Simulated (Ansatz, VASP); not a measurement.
## Pt in VASP and in Ansatz

POSCAR

```
Pt
1.0
    0.0000000000      1.9477392008      1.9477392008
    1.9477392008      0.0000000000      1.9477392008
    1.9477392008      1.9477392008      0.0000000000
Pt
1
Direct
    0.0000000000      0.0000000000      0.0000000000
```

INCAR.step1

```
ALGO     = Normal         # electronic algorithm
EDIFF    = 1E-5           # SCF threshold, eV
ENCUT    = 520            # plane-wave cutoff, eV
GGA      = PE             # functional
ISIF     = 2              # what is computed and relaxed
ISMEAR   = -1             # smearing method
LASPH    = True           # aspherical terms in the spheres
LCHARG   = False          # write CHGCAR
LREAL    = False          # projectors in reciprocal space
LWAVE    = True           # write WAVECAR
NBANDS   = 11             # bands
NELM     = 80             # most SCF steps
PREC     = Accurate       # precision mode
SIGMA    = 0.05           # smearing width, eV
```

The input INCAR.step2:

```
AEXX     = 0.25           # exact-exchange fraction
ALGO     = Normal         # electronic algorithm
EDIFF    = 1E-6           # SCF threshold, eV
ENCUT    = 520            # plane-wave cutoff, eV
GGA      = PE             # functional
ISIF     = 2              # what is computed and relaxed
ISMEAR   = -1             # smearing method
ISTART   = 1            
LASPH    = True           # aspherical terms in the spheres
LCHARG   = False          # write CHGCAR
LHFCALC  = True           # exact exchange
LREAL    = False          # projectors in reciprocal space
LWAVE    = False          # write WAVECAR
NBANDS   = 11             # bands
NELM     = 80             # most SCF steps
PREC     = Accurate       # precision mode
PRECFOCK = Normal       
SIGMA    = 0.05           # smearing width, eV
```

KPOINTS

```
k-points
0
Gamma
  8 8 8
```

File input:

```
crystal:
  lattice:
    - [0.0, 1.9477392008, 1.9477392008]
    - [1.9477392008, 0.0, 1.9477392008]
    - [1.9477392008, 1.9477392008, 0.0]
  atoms:
    - { symbol: Pt, position: [0.0, 0.0, 0.0] }
hamiltonian:
  xc: pbe0
  pseudopotentials: { kind: paw }
kpoints:
  mp_grid: { grid: [8, 8, 8] }
scf:
  occupations: { method: fermi_dirac, width: 0.05 }
output:
  forces: true
  stress: true
  eigenvalues: true
```

Alike in both runs: task single point; functional PBE0; k mesh 8 × 8 × 8; occupations fermi-dirac, width 0.05 eV; no spin polarisation.

|  | VASP | Ansatz |
| --- | --- | --- |
| version | VASP 6.6.1 | Ansatz 0.2.0 |
| potentials or method | VASP PAW PBE potentials, release 64 (Pt) | Ansatz PAW |
| plane-wave cutoff (eV) | 520 | 420 |
| valence electrons in the cell | 10 | 18 |

|  | VASP | Ansatz | Ansatz less VASP |
| --- | --- | --- | --- |
| gap on the k mesh at the Fermi level (eV) | none | none | - |
| pressure (GPa) | 6.1 | 6.1 | +0.05 |

A gap of «none» marks a metal or a gap that the smearing closes. VASP's potentials hold 10 valence electrons a cell and Ansatz's 18, so a difference there can come from the potentials and not from the codes.

Neither program's run includes spin-orbit coupling.
